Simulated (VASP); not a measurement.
Here is a VASP 6.6.1 calculation.

Contents of INCAR:

```
SYSTEM = TiSn
ALGO = Normal ; EDIFF = 1E-6
ENCUT = 500 ; GGA = PE
GGA_COMPAT = .False. ; ISIF = 2
ISMEAR = 0 ; LASPH = .True.
LCHARG = .False. ; LREAL = .False.
LWAVE = .False. ; NBANDS = 20
NELM = 120 ; PREC = Accurate
SIGMA = 0.1
```

Contents of KPOINTS:

```
k-points
0
Gamma
  15 15 10
  0 0 0
```

POSCAR

```
TiSn
1.0
    3.1698059191      0.0000000000      0.0000000000
   -1.5849029595      2.7451324510      0.0000000000
    0.0000000000      0.0000000000      4.6116952457
Sn Ti
1 1
Direct
    0.3333333333      0.6666666667      0.2500000000
    0.6666666667      0.3333333333      0.7500000000
```

Potentials or basis: VASP PAW PBE potentials, release 64 (Sn_d, Ti_sv).

The run is started by

```console
$ cat potpaw_PBE.64/Sn_d/POTCAR potpaw_PBE.64/Ti_sv/POTCAR > POTCAR
$ mpirun -np 1 vasp_std > vasp.out
```

Problem. What does it give for the band gap on the k mesh?

Solution. Zero (band 13 reaches 10.25 eV, above the bottom of band 14 at 8.97 eV).

Problem. Predict the pressure.

Solution. -0.1 GPa.

Caveat: spin-orbit coupling is left out, which moves the levels of the heavy elements.
